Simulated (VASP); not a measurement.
Runs of VASP 6.6.1 on SnO2. The structure is that of space group P4_2/mnm (No. 136), or close to it. The cells are those of the table. 

```tsv
task	level	potentials or basis	spin	cell	k mesh	cutoff (eV)	gap on the mesh (eV)	pressure (GPa)	relaxed volume (Å³/atom)	largest force (eV/Å)
band structure	LDA	VASP PAW LDA potentials, release 64 (Sn_d, O)	off	a = 4.771, b = 4.771, c = 3.217 Å, 6 atoms	6 × 6 × 8	520	0.87	-4.7	-	0.04
relaxation of cell and atoms	PBEsol	VASP PAW PBE potentials, release 64 (Sn_d, O)	off	relaxed from a = 4.738, b = 4.738, c = 3.187 Å, 6 atoms	6 × 6 × 8	600	0.89	0.0	12.20	0.01
band structure	PBE	VASP PAW PBE potentials, release 64 (Sn_d, O)	SOC, no magnetisation	a = 4.771, b = 4.771, c = 3.217 Å, 6 atoms	4 × 4 × 6	520	-	6.2	-	0.06
band structure	PBE	VASP PAW PBE potentials, release 64 (Sn_d, O)	off	a = 4.771, b = 4.771, c = 3.217 Å, 6 atoms	6 × 6 × 8	520	0.98	(b)	-	0.06
band structure	TB-mBJ	VASP PAW PBE potentials, release 64 (Sn_d, O)	off	a = 4.771, b = 4.771, c = 3.217 Å, 6 atoms	6 × 6 × 8	520	(a)	-	-	-
relaxation of cell and atoms	PBEsol	VASP PAW PBE potentials, release 64 (Sn_d, O)	off	relaxed from a = 4.771, b = 4.771, c = 3.217 Å, 6 atoms	6 × 6 × 8	600	(c)	0.0	12.20	-
band structure	r2SCAN	VASP PAW PBE potentials, release 64 (Sn_d, O)	off	a = 4.771, b = 4.771, c = 3.217 Å, 6 atoms	6 × 6 × 8	520	1.68	-1.0	-	0.04
```

Alike in all rows: smearing gaussian 0.03 eV.

Task: Estimate the missing entries.

Result: (a) 2.86; (b) 6.3; (c) 0.88.

Caveats: spin-orbit coupling is left out, which moves the levels of the heavy elements (at least some runs); the PAW data sets were made with another functional, which shifts forces and pressure a little (at least some runs); the cell stands under pressure (at least some runs); the cell stands under tension (at least some runs).

A k mesh can miss the band edges, and rows without SOC leave out spin-orbit coupling on Sn.
